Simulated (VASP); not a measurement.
**Yb: single point with BLYP**

Crystal: Yb.

```
Yb
1.0
    -2.11436    2.11436    2.11436
     2.11436   -2.11436    2.11436
     2.11436    2.11436   -2.11436
Yb
1
Direct
  0.00000 0.00000 0.00000
```

This cell differs from its parent crystal: volume scaled by 1.04.

```json
{"Program": "VASP 6.6.1", "Task": "single point", "Functional": "BLYP", "Potentials or basis": "VASP PAW PBE potentials, release 64 (Yb)", "Cutoff": "520 eV", "k mesh": "12 × 12 × 12", "Occupations": "fermi-dirac, width 0.1 eV", "Spin": "no spin polarisation"}
```

| Item | Value |
| --- | --- |
| Pressure | -4.7 GPa |
| Band gap on the k mesh | zero (band 12 reaches 2.28 eV, above the bottom of band 13 at 1.45 eV) |

Levels at points of the mesh, in eV from the Fermi level:
```tsv
k point	band 8	band 9	band 10	band 11	band 12	band 13	band 14	band 15	band 16	band 17
(0.00, 0.00, 0.00)	-0.59	-0.48	-0.48	-0.48	-0.46	2.63	2.63	2.63	4.40	4.40
(0.50, 0.00, 0.00)	-0.56	-0.51	-0.50	-0.49	-0.47	0.61	1.16	4.09	5.04	6.75
(0.50, 0.50, 0.50)	-0.56	-0.50	-0.50	-0.47	-0.47	-0.47	4.99	4.99	4.99	6.19
```

Wall time 70 s on 1 thread of Intel(R) Xeon(R) Platinum 8488C (Sapphire Rapids) (shared host), peak memory 0.2 GiB.

Caveat: the PAW data sets were made with another functional, which shifts forces and pressure a little; spin-orbit coupling is left out, which moves the levels of the heavy elements. Spin polarisation is off, so any magnetic state and its effect on volume and gap are missing.
